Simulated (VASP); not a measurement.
Input of a VASP 6.6.1 run:

Contents of INCAR:

```
SYSTEM = InGa3As4
ALGO = Normal
EDIFF = 1E-6
EDIFFG = -0.005
ENCUT = 600
GGA = PE
IBRION = 2
ISIF = 3
ISMEAR = -1
LASPH = .True.
LCHARG = .False.
LREAL = .False.
LWAVE = .False.
NELM = 100
NSW = 80
PREC = Accurate
SIGMA = 0.02
```

KPOINTS

```
k-points
0
Gamma
  6 4 4
  0 0 0
```

The input POSCAR:

```
InGa3As4
1.0
    3.9616822355      0.0000000000      0.0000000000
    0.0000000000      7.9233644710      0.0000000000
    0.0000000000      0.0000000000      5.6026647472
Ga As In
3 4 1
Direct
    0.0000000000      0.7500000000      0.0000000000
    0.5000000000      0.0000000000      0.5000000000
    0.0000000000      0.2500000000      0.0000000000
    0.5000000000      0.7500000000      0.2500000000
    0.0000000000      0.0000000000      0.7500000000
    0.5000000000      0.2500000000      0.2500000000
    0.0000000000      0.5000000000      0.7500000000
    0.5000000000      0.5000000000      0.5000000000
```

Potentials or basis: VASP PAW PBE potentials, release 64 (Ga_d, As, In_d).

The run is started by

```bash
$ cat potpaw_PBE.64/Ga_d/POTCAR potpaw_PBE.64/As/POTCAR potpaw_PBE.64/In_d/POTCAR > POTCAR
$ mpirun -np 1 vasp_std > vasp.out
```

Question: What does it give for the relaxed volume?

Answer: 25.18 Å³/atom.

Question: What does it give for the relaxed cell?

Answer: a = 4.140 Å, b = 8.297 Å, c = 5.864 Å, α = 90.00°, β = 90.00°, γ = 90.00°.

Question: Predict the band gap on the k mesh.

Answer: 0.04 eV (least direct gap 0.05 eV).

Forces in eV/Å, atoms in the order of the input:
```
Ga   0.000 -0.002  0.001
Ga   0.000  0.000  0.001
Ga   0.000  0.002  0.001
As   0.000 -0.003 -0.002
As   0.000  0.000  0.004
As   0.000  0.003 -0.002
As   0.000  0.000 -0.002
In   0.000  0.000 -0.001
```

Caveat: semilocal functionals underestimate gaps, and a narrow one can read as zero; spin-orbit coupling is left out, which moves the levels of the heavy elements.
